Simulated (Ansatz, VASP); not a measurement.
TeW2: VASP beside Ansatz

```
Te W
1.0
     0.00000    3.08764    3.08764
     3.08764    0.00000    3.08764
     3.08764    3.08764    0.00000
Te W
1 2
Cartesian
  0.0000 0.0000 0.0000
  1.5438 1.5438 1.5438
  4.6315 4.6315 4.6315
```

Change from the starting cell: volume scaled by 0.96.

Alike in both runs: task single point; functional PBE; k mesh 7 × 7 × 7; occupations fermi-dirac, width 0.05 eV; no spin polarisation.

|  | VASP | Ansatz |
| --- | --- | --- |
| version | VASP 6.6.1 | Ansatz 0.2.0 |
| potentials or method | VASP PAW PBE potentials, release 64 (Te, W_sv), cutoff 520 eV | all-electron LAPW, scalar-relativistic |

Ansatz gave:

```
gap on the k mesh at the Fermi level (eV) : none
pressure (GPa)                            : 6.3
```

Estimate VASP's values.

gap on the k mesh at the Fermi level (eV): none; pressure (GPa): 6.4.

A gap of «none» marks a metal or a gap that the smearing closes. Ansatz ran all-electron here, and VASP with PAW potentials.

Neither program's run includes spin-orbit coupling.
